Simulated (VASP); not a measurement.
# GaSb: single point with PBE

GaSb:

```
Ga Sb
1.0
    -1.75033    2.62072    2.59465
     1.75033   -2.62072    2.59465
     1.75033    2.62072   -2.59465
Ga Sb
1 1
Direct
  0.00000 0.00000 0.00000
  0.50000 0.50000 0.00000
```

This cell differs from its parent crystal: strain +e along x and -e along y +0.0400, strain +e along z and -e/2 along x and y -0.1000.

| Item | Value |
| --- | --- |
| Program | VASP 6.6.1 |
| Task | single point |
| Functional | PBE |
| Potentials or basis | VASP PAW PBE potentials, release 64 (Ga_d, Sb) |
| Cutoff | 520 eV |
| k mesh | 16 × 16 × 16 |
| Occupations | gaussian, width 0.15 eV |
| Spin | no spin polarisation |

```json
{
  "Pressure": "4.0 GPa",
  "Band gap on the k mesh": "zero (band 9 reaches 9.16 eV, above the bottom of band 10 at 3.85 eV)"
}
```

Stress tensor (GPa, compression positive):
```
-4.25  0.00  0.00
 0.00 -3.43  0.00
 0.00  0.00 19.78
```

Levels at points of the mesh, in eV from the Fermi level:
| k point | band 6 | band 7 | band 8 | band 9 | band 10 | band 11 | band 12 | band 13 |
| --- | --- | --- | --- | --- | --- | --- | --- | --- |
| (0.00, 0.00, 0.00) | -12.04 | -2.07 | -1.50 | -0.69 | 3.31 | 4.03 | 5.62 | 5.66 |
| (0.50, 0.00, 0.00) | -10.24 | -8.07 | 0.64 | 2.34 | 2.35 | 3.48 | 3.61 | 4.33 |
| (0.00, 0.50, 0.00) | -8.96 | -6.81 | -1.79 | -0.70 | -0.34 | 0.70 | 4.20 | 4.70 |
| (0.50, 0.50, 0.00) | -9.19 | -5.14 | -2.87 | -2.72 | -1.06 | 3.44 | 3.49 | 7.06 |
| (0.50, 0.50, 0.50) | -8.73 | -5.41 | -5.17 | -4.71 | 0.30 | 4.44 | 8.80 | 9.90 |

Run time: 14 min on 1 thread of AMD EPYC 7R13, on a shared host, peak memory 0.55 GiB.

Caveat: the cell differs from its parent crystal (strain +e along x and -e along y +0.0400, strain +e along z and -e/2 along x and y -0.1000); spin-orbit coupling is left out, which moves the levels of the heavy elements.
